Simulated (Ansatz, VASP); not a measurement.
**TiC: VASP beside Ansatz**

Contents of INCAR:

```
SYSTEM = TiC
PREC = Accurate
ENCUT = 520
EDIFF = 1E-6
ISMEAR = 0
SIGMA = 0.15
LREAL = .FALSE.
LASPH = .TRUE.
NELM = 60
ALGO = Normal
ISIF = 2
LWAVE = .FALSE.
LCHARG = .FALSE.
GGA = PS
NBANDS = 15
```

File KPOINTS:

```
Automatic mesh
0
G
  24 24 24
  0 0 0
```

The input POSCAR:

```
TiC
1.0
    0.0000000000      2.2540197585      2.2540197585
    2.2540197585      0.0000000000      2.2540197585
    2.2540197585      2.2540197585      0.0000000000
Ti C
1 1
Direct
    0.0000000000      0.0000000000      0.0000000000
    0.5000000000      0.5000000000      0.5000000000
```

Input for Ansatz:

```yaml
crystal:
  lattice:
    - [0.0, 2.2540197585, 2.2540197585]
    - [2.2540197585, 0.0, 2.2540197585]
    - [2.2540197585, 2.2540197585, 0.0]
  atoms:
    - { symbol: Ti, position: [0.0, 0.0, 0.0] }
    - { symbol: C, position: [0.5, 0.5, 0.5] }
basis:
  ecutwfc: 420
kpoints:
  mp_grid: { grid: [24, 24, 24] }
hamiltonian:
  xc: pbesol
scf:
  occupations: { method: gaussian, width: 0.15 }
output:
  forces: true
  stress: true
  eigenvalues: true
  write_density: true
  write_potential: true
  elf: true
  volumetric_format: npy
```

Change from the starting cell: strain +0.050 along x and y, +0.050 along z, atoms carried along.

Alike in both runs: task single point; functional PBEsol; k mesh 24 × 24 × 24; occupations gaussian, width 0.15 eV; no spin polarisation.

|  | VASP | Ansatz |
| --- | --- | --- |
| version | VASP 6.6.1 | Ansatz 0.2.0 |
| potentials or method | VASP PAW PBE potentials, release 64 (Ti_sv, C), cutoff 520 eV | scalar-relativistic, plane waves, PAW |
| valence electrons in the cell | 16 | 16 |

```csv
,VASP,Ansatz,Ansatz less VASP
gap on the k mesh at the Fermi level (eV),none,none,-
pressure (GPa),-28.9,-29.1,-0.22
```

VASP's potentials were made for PBE, not for PBEsol. A gap of «none» marks a metal or a gap that the smearing closes. Both programs put the cell under strong tension, so it lies far from rest at this level. With one functional, cell and mesh, what is left measures potentials, basis and numerics.
